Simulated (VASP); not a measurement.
# Ti (P6_3/mmc) in VASP: notebook

Ti is run at these levels: r2SCAN; tasks: single point.

Program: VASP 6.6.1. These are calculated values, not measurements. Logs are shortened: lines on timing, memory, paths and dates and some standing lists are left out, and cuts for length are marked.

## 1. The cell of the first run

The structure is hexagonal, space group P6_3/mmc (No. 194). The conventional cell has a = 2.936 Å, b = 2.936 Å, c = 4.642 Å, α = 90.00°, β = 90.00°, γ = 120.00°. Within 3.8 Å of Ti (site symmetry -6m2) lie 12 Ti at 2.87 to 2.94 Å.

## 2. Single point, r2SCAN

POSCAR reads:

```
Ti
1.0
    2.9358559451      0.0000000000      0.0000000000
   -1.4679279726      2.5425258303      0.0000000000
    0.0000000000      0.0000000000      4.6416239676
Ti
2
Direct
    0.3333333333      0.6666666667      0.2500000000
    0.6666666667      0.3333333333      0.7500000000
```

INCAR.step1 reads:

```
PREC     = Accurate       # precision mode
ENCUT    = 520            # plane-wave cutoff, eV
ISMEAR   = 1              # smearing method
SIGMA    = 0.6            # smearing width, eV
LREAL    = False          # projectors in reciprocal space
LASPH    = True           # aspherical terms in the spheres
NELM     = 100            # most SCF steps
NBANDS   = 19             # bands
GGA      = PE             # functional
ALGO     = Normal         # electronic algorithm
EDIFF    = 1E-4           # SCF threshold, eV
LWAVE    = True           # write WAVECAR
LCHARG   = False          # write CHGCAR
```

INCAR.step2 reads:

```
PREC     = Accurate       # precision mode
ENCUT    = 520            # plane-wave cutoff, eV
EDIFF    = 1E-6           # SCF threshold, eV
ISMEAR   = 1              # smearing method
SIGMA    = 0.6            # smearing width, eV
LREAL    = False          # projectors in reciprocal space
LASPH    = True           # aspherical terms in the spheres
NELM     = 100            # most SCF steps
ALGO     = Normal         # electronic algorithm
ISIF     = 2              # what is computed and relaxed
LWAVE    = False          # write WAVECAR
LCHARG   = False          # write CHGCAR
METAGGA  = R2SCAN         # meta-GGA
LMIXTAU  = True         
NBANDS   = 19             # bands
ISTART   = 1
```

KPOINTS reads:

```
Automatic mesh
0
Gamma
  12 12 7
```

Potentials or basis: VASP PAW PBE potentials, release 64 (Ti_sv).

The run is started by

```
$ cat potpaw_PBE.64/Ti_sv/POTCAR > POTCAR
$ cp INCAR.step1 INCAR
$ mpirun -np 1 vasp_std > vasp.out
$ cp INCAR.step2 INCAR
$ mpirun -np 1 vasp_std > vasp.out
```

OUTCAR:

```text
PREC = Accurate
   ENCUT = 520
   EDIFF = 1E-6
   ISMEAR = 1
   LREAL = False
   LASPH = True
   NELM = 100
   ISIF = 2
   METAGGA = R2SCAN
   ISTART = 1

 ion  position               nearest neighbor table
   1  0.333  0.667  0.250-   2 2.87   2 2.87   2 2.87   2 2.87   2 2.87   2 2.87
   2  0.667  0.333  0.750-   1 2.87   1 2.87   1 2.87   1 2.87   1 2.87   1 2.87

  LATTYP: Found a hexagonal cell.
 ALAT       =     2.9358559451
 C/A-ratio  =     1.5810121663

  Lattice vectors:

 A1 = (   2.9358559451,   0.0000000000,   0.0000000000)
 A2 = (  -1.4679279726,   2.5425258303,   0.0000000000)
 A3 = (   0.0000000000,   0.0000000000,   4.6416239676)

Analysis of symmetry for initial positions (statically):
=====================================================================
 Subroutine PRICEL returns:
 Original cell was already a primitive cell.

 Routine SETGRP: Setting up the symmetry group for a
 hexagonal supercell.

 Subroutine GETGRP returns: Found 24 space group operations
 (whereof 12 operations were pure point group operations)
 out of a pool of 24 trial point group operations.

The static configuration has the point symmetry D_3d.
 The point group associated with its full space group is D_6h.

Analysis of symmetry for dynamics (positions and initial velocities):
=====================================================================
 Subroutine PRICEL returns:
 Original cell was already a primitive cell.

 Routine SETGRP: Setting up the symmetry group for a
 hexagonal supercell.

 Subroutine GETGRP returns: Found 24 space group operations
 (whereof 12 operations were pure point group operations)
 out of a pool of 24 trial point group operations.

The dynamic configuration has the point symmetry D_3d.
 The point group associated with its full space group is D_6h.

 Subroutine INISYM returns: Found 24 space group operations
 (whereof 12 operations are pure point group operations),
 and found     1 'primitive' translations

----------------------------------------------------------------------------------------

                                     Primitive cell

  volume of cell :      34.6474

  direct lattice vectors                    reciprocal lattice vectors
     2.935855945  0.000000000  0.000000000     0.340616167  0.196654836  0.000000000
    -1.467927973  2.542525830  0.000000000     0.000000000  0.393309672  0.000000000
     0.000000000  0.000000000  4.641623968     0.000000000  0.000000000  0.215441838

  length of vectors
     2.935855945  2.935855945  4.641623968     0.393309672  0.393309672  0.215441838
[... 75 lines left out ...]
   ISPIN  =      1    spin polarized calculation?
   LNONCOLLINEAR =      F non collinear calculations
   LSORBIT =      F    spin-orbit coupling
   LASPH  =      T    aspherical Exc in radial PAW
   ENCUT  =  520.0 eV  38.22 Ry    6.18 a.u.   5.46  5.46  8.63*2*pi/ulx,y,z
   NELM   =    100;   NELMIN=  2; NELMDL=  0     # of ELM steps
   EDIFF  = 0.1E-05   stopping-criterion for ELM
   LREAL  =      F    real-space projection
   EDIFFG = 0.1E-04   stopping-criterion for IOM
   NSW    =      0    number of steps for IOM
   IBRION =     -1    ionic relax: 0-MD 1-quasi-New 2-CG
   NFREE  =      0    steps in history (QN), initial steepest desc. (CG)
   ISIF   =      2    stress and relaxation
   ISYM   =      2    0-nonsym 1-usesym 2-fastsym
   POTIM  = 0.5000    time-step for ionic-motion
   TEBEG  =    0.0;   TEEND  =   0.0 temperature during run
   PSTRESS=    0.0 pullay stress
   NELECT =      24.0000    total number of electrons
   NUPDOWN=      -1.0000    fix difference up-down
   EMIN   =  10.00;   EMAX   =-10.00  energy-range for DOS
   EFERMI =   0.00;   METHOD = LEGACY
   ISMEAR =     1;   SIGMA  =   0.60  broadening in eV -4-tet -1-fermi 0-gaus
   EFERMI_NEDOS =   21; number of points for ismear=-14 and -15
   IALGO  =     38    algorithm
   IMIX   =      4    mixing-type and parameters
     AMIX     =   0.40;   BMIX     =  1.00
     AMIX_MAG =   1.60;   BMIX_MAG =  1.00
  volume/ion in A,a.u.               =      17.32       116.91
  Fermi-wavevector in a.u.,A,eV,Ry     =   1.448511  2.737289 28.547540  2.098185
  Thomas-Fermi vector in A             =   2.566344
   LORBIT       =      0    0 simple, 1 ext, 2 COOP (PROOUT), +10 PAW based schemes
   METAGGA = R2SCAN    functional components
   LHFCALC =     F    Hartree Fock is set to
   AEXX    =    0.0000 exact exchange contribution
   IVDW    =     0    specifies the selected vdW correction
   LEPSILON=     F    determine dielectric tensor
   LRPA    =     F    only Hartree local field effects (RPA)
 non-spin polarized calculation
 Methfessel and Paxton  Order N= 1 SIGMA  =   0.60
  energy-cutoff  :      520.00
  volume of cell :       34.65
 maximum number of plane-waves:       965
 NGX is ok and might be reduce to    24
   NGX = 11   NGY = 11   NGZ = 17

 number of electron      24.0000002 magnetization

 Free energy of the ion-electron system (eV)
  ---------------------------------------------------
  ext. energy  EPLUGINS =         0.00000000
  ---------------------------------------------------
  free energy    TOTEN  =       -25.86967944 eV

  energy without entropy =      -25.94910722  energy(sigma->0) =      -25.89615536

 E-fermi :   8.3865     XC(G=0): -12.4103

 val. band max:        8.3780308308   @ k =   0.0000   0.0000   0.4286
 cond. band min:       8.3888917148   @ k =   0.0000   0.0000   0.2857
 fundamental gap:      0.0108608840
 Fermi energy:         8.3864593239

 k-point     1 :       0.0000    0.0000    0.0000
  band No.  band energies     occupation
      1     -50.8140      2.00000
      2     -50.6681      2.00000
      3     -26.3725      2.00000
      4     -25.7092      2.00000
      5     -25.7092      2.00000
      6     -25.6271      2.00000
[... 505 lines left out ...]
      6     -25.8148      2.00000
[... 11 lines left out ...]
     18      11.3352     -0.00000
     19      12.1334     -0.00000

 [... further k-points ...]
[... 5 lines left out ...]
  --------------------------------------------------------------------------------------
  -------------------------------------------------------------------------------------
  Total        0.0052966      0.0052966     -0.0324262     -0.0000000     -0.0000000      0.0000000
  in kB        0.2449296      0.2449296     -1.4994672     -0.0000000     -0.0000000      0.0000000
  external PRESSURE =      -0.3365360 kB  Pullay stress =       0.0000000 kB

 VOLUME and BASIS-vectors are now :
 -----------------------------------------------------------------------------
  energy-cutoff  :      520.00
  volume of cell :       34.65
      direct lattice vectors                 reciprocal lattice vectors
     2.935855945  0.000000000  0.000000000     0.340616167  0.196654836  0.000000000
    -1.467927973  2.542525830  0.000000000     0.000000000  0.393309672  0.000000000
     0.000000000  0.000000000  4.641623968     0.000000000  0.000000000  0.215441838

 POSITION                                       TOTAL-FORCE (eV/Angst)
 -----------------------------------------------------------------------------------
     -0.00000      1.69502      1.16041        -0.000000      0.000000      0.000000
      1.46793      0.84751      3.48122         0.000000     -0.000000      0.000000
 -----------------------------------------------------------------------------------
    total drift:                                0.000000     -0.000000      0.000000

  FREE ENERGIE OF THE ION-ELECTRON SYSTEM (eV)
  ---------------------------------------------------
  free  energy   TOTEN  =       -25.8696794350 eV

  energy  without entropy=      -25.9491072190  energy(sigma->0) =      -25.89615536
```

OUTCAR.step1:

```text
PREC = Accurate
   ENCUT = 520
   ISMEAR = 1
   LREAL = False
   LASPH = True
[... 753 lines left out ...]
     -0.00000      1.69502      1.16041        -0.000000      0.000000      0.000000
      1.46793      0.84751      3.48122         0.000000     -0.000000      0.000000
 -----------------------------------------------------------------------------------
    total drift:                                0.000000     -0.000000      0.000000

  FREE ENERGIE OF THE ION-ELECTRON SYSTEM (eV)
  ---------------------------------------------------
  free  energy   TOTEN  =       -15.6392140292 eV

  energy  without entropy=      -15.7147400891  energy(sigma->0) =      -15.66438938
```

Run time: 68 s. Hardware: 1 thread of Intel Xeon 6975P-C (Granite Rapids), shared host; peak memory 0.19 GiB.

Results:

```yaml
Free_energy: -25.8697 eV
Pressure: 0.0 GPa
Band_gap_on_the_k_mesh: zero (band 12 reaches 9.29 eV, above the bottom of band 13 at 8.03 eV)
```

Stress tensor (GPa, compression positive):
```
 0.02  0.00  0.00
 0.00  0.02  0.00
 0.00  0.00 -0.15
```

Levels at points of the mesh, in eV from the Fermi level:
| k point | band 9 | band 10 | band 11 | band 12 | band 13 | band 14 | band 15 | band 16 |
| --- | --- | --- | --- | --- | --- | --- | --- | --- |
| (0.00, 0.00, 0.00) | -6.59 | -2.83 | 0.63 | 0.90 | 0.90 | 1.02 | 1.43 | 1.43 |
| (0.50, 0.00, 0.00) | -2.49 | -2.26 | -1.90 | -0.81 | 0.65 | 0.74 | 1.31 | 3.58 |

Caveat: the PAW data sets were made with another functional, which shifts forces and pressure a little.

## 3. Single point, r2SCAN

POSCAR is that of step 2.

INCAR.step1 reads:

```
ALGO = Normal ; EDIFF = 1E-4
ENCUT = 520 ; GGA = PE
ISMEAR = 1 ; LASPH = T
LCHARG = F ; LREAL = F
LWAVE = T ; NBANDS = 19
NELM = 60 ; PREC = Accurate
SIGMA = 1.0
```

INCAR.step2 reads:

```
ALGO = Normal ; EDIFF = 1E-7
ENCUT = 520 ; ISIF = 2
ISMEAR = 1 ; ISTART = 1
LASPH = T ; LCHARG = F
LMIXTAU = T ; LREAL = F
LWAVE = F ; METAGGA = R2SCAN
NBANDS = 19 ; NELM = 60
PREC = Accurate ; SIGMA = 1.0
```

KPOINTS reads:

```
k-points
0
Gamma
  12 12 7
```

Potentials or basis: VASP PAW PBE potentials, release 64 (Ti_sv).

The run is started by

```
$ cat potpaw_PBE.64/Ti_sv/POTCAR > POTCAR
$ cp INCAR.step1 INCAR
$ mpirun -np 1 vasp_std > vasp.out
$ cp INCAR.step2 INCAR
$ mpirun -np 1 vasp_std > vasp.out
```

It took 95 s on 1 thread of Intel Xeon 6975P-C (Granite Rapids), shared host; peak memory 0.18 GiB.

It converged, with:

```
Free energy            : -25.8159 eV
Pressure               : 0.0 GPa
Band gap on the k mesh : zero (band 12 reaches 9.28 eV, above the bottom of band 13 at 8.03 eV)
```

Stress tensor (GPa, compression positive):
```
-0.23  0.00  0.00
 0.00 -0.23  0.00
 0.00  0.00  0.45
```

Levels at points of the mesh, in eV from the Fermi level:
| k point | band 10 | band 11 | band 12 | band 13 | band 14 | band 15 |
| --- | --- | --- | --- | --- | --- | --- |
| (0.00, 0.00, 0.00) | -2.80 | 0.67 | 0.92 | 0.92 | 1.07 | 1.46 |
| (0.50, 0.00, 0.00) | -2.23 | -1.87 | -0.77 | 0.69 | 0.78 | 1.35 |

Caveat: the PAW data sets were made with another functional, which shifts forces and pressure a little.

## 4. Single point, r2SCAN

POSCAR is that of step 3.

INCAR.step1 reads:

```
SYSTEM = Ti
PREC = Accurate
ENCUT = 520
ISMEAR = -1
SIGMA = 0.1
LREAL = .FALSE.
LASPH = .TRUE.
NELM = 80
NBANDS = 19
GGA = PE
ALGO = Normal
EDIFF = 1E-4
LWAVE = .TRUE.
LCHARG = .FALSE.
```

INCAR.step2 reads:

```
SYSTEM = Ti
PREC = Accurate
ENCUT = 520
EDIFF = 1E-6
ISMEAR = -1
SIGMA = 0.1
LREAL = .FALSE.
LASPH = .TRUE.
NELM = 80
ALGO = Normal
ISIF = 2
LWAVE = .FALSE.
LCHARG = .TRUE.
METAGGA = R2SCAN
LMIXTAU = .TRUE.
LELF = .TRUE.
LVHAR = .TRUE.
NBANDS = 19
ISTART = 1
```

KPOINTS reads:

```
Automatic mesh
0
G
  13 13 7
  0 0 0
```

Potentials or basis: VASP PAW PBE potentials, release 64 (Ti_sv).

The run is started by

```
$ cat potpaw_PBE.64/Ti_sv/POTCAR > POTCAR
$ cp INCAR.step1 INCAR
$ mpirun -np 1 vasp_std > vasp.out
$ cp INCAR.step2 INCAR
$ mpirun -np 1 vasp_std > vasp.out
```

OUTCAR:

```text
SYSTEM = Ti
   PREC = Accurate
   ENCUT = 520
   EDIFF = 1E-6
   ISMEAR = -1
   LREAL = .FALSE.
   LASPH = .TRUE.
   NELM = 80
   ISIF = 2
   METAGGA = R2SCAN
   ISTART = 1

 ion  position               nearest neighbor table
   1  0.333  0.667  0.250-   2 2.87   2 2.87   2 2.87   2 2.87   2 2.87   2 2.87
   2  0.667  0.333  0.750-   1 2.87   1 2.87   1 2.87   1 2.87   1 2.87   1 2.87

  LATTYP: Found a hexagonal cell.
 ALAT       =     2.9358559451
 C/A-ratio  =     1.5810121663

  Lattice vectors:

[... 191 lines left out ...]
      3     -26.3655      2.00000
      4     -25.6966      2.00000
      5     -25.6966      2.00000
      6     -25.6197      2.00000
[... 505 lines left out ...]
      6     -25.7249      2.00000
[... 11 lines left out ...]
     18      10.3827      0.00000
     19      11.9691      0.00000

 [... further k-points ...]
[... 5 lines left out ...]
  --------------------------------------------------------------------------------------
  -------------------------------------------------------------------------------------
  Total        0.0815144      0.0815144      0.0727803     -0.0000000      0.0000000      0.0000000
  in kB        3.7694239      3.7694239      3.3655366     -0.0000000      0.0000000      0.0000000
  external PRESSURE =       3.6347948 kB  Pullay stress =       0.0000000 kB

 VOLUME and BASIS-vectors are now :
 -----------------------------------------------------------------------------
  energy-cutoff  :      520.00
  volume of cell :       34.65
      direct lattice vectors                 reciprocal lattice vectors
     2.935855945  0.000000000  0.000000000     0.340616167  0.196654836  0.000000000
    -1.467927973  2.542525830  0.000000000     0.000000000  0.393309672  0.000000000
     0.000000000  0.000000000  4.641623968     0.000000000  0.000000000  0.215441838

 POSITION                                       TOTAL-FORCE (eV/Angst)
 -----------------------------------------------------------------------------------
     -0.00000      1.69502      1.16041         0.000000      0.000000      0.000000
      1.46793      0.84751      3.48122        -0.000000      0.000000      0.000000
 -----------------------------------------------------------------------------------
    total drift:                                0.000000     -0.000000      0.000000

  FREE ENERGIE OF THE ION-ELECTRON SYSTEM (eV)
  ---------------------------------------------------
  free  energy   TOTEN  =       -25.9313928935 eV

  energy  without entropy=      -25.8665500487  energy(sigma->0) =      -25.89897147
```

OSZICAR.step1:

```text
N       E                     dE             d eps       ncg     rms          rms(c)
DAV:   1     0.263681294232E+03    0.26368E+03   -0.13030E+04  3192   0.158E+03
DAV:   2     0.126357914949E+02   -0.25105E+03   -0.24690E+03  3300   0.441E+02
DAV:   3    -0.164534651911E+02   -0.29089E+02   -0.28766E+02  5964   0.124E+02
DAV:   4    -0.177101699664E+02   -0.12567E+01   -0.12548E+01  3687   0.266E+01
DAV:   5    -0.177713816031E+02   -0.61212E-01   -0.61201E-01  4715   0.415E+00    0.119E+01
DAV:   6    -0.157027109449E+02    0.20687E+01   -0.75439E+00  3718   0.276E+01    0.297E+00
DAV:   7    -0.156885219511E+02    0.14189E-01   -0.68831E-01  4817   0.606E+00    0.206E+00
DAV:   8    -0.157153864094E+02   -0.26864E-01   -0.20076E-01  3470   0.514E+00    0.713E-01
DAV:   9    -0.157073455977E+02    0.80408E-02   -0.44213E-02  3624   0.215E+00    0.686E-02
DAV:  10    -0.157077506613E+02   -0.40506E-03   -0.32399E-03  4622   0.337E-01    0.777E-02
DAV:  11    -0.157077805079E+02   -0.29847E-04   -0.91711E-05  2376   0.719E-02
   1 F= -.15707781E+02 E0= -.15669272E+02  d E =-.770173E-01
```

Run time: 95 s. Hardware: 1 thread of Intel Xeon 6975P-C (Granite Rapids), shared host; peak memory 0.19 GiB.

What came out:

```
Free energy            : -25.9314 eV
Pressure               : 0.4 GPa
Band gap on the k mesh : zero (band 12 reaches 9.29 eV, above the bottom of band 13 at 8.06 eV)
```

Caveat: the PAW data sets were made with another functional, which shifts forces and pressure a little.

[end of part 1 of 2]
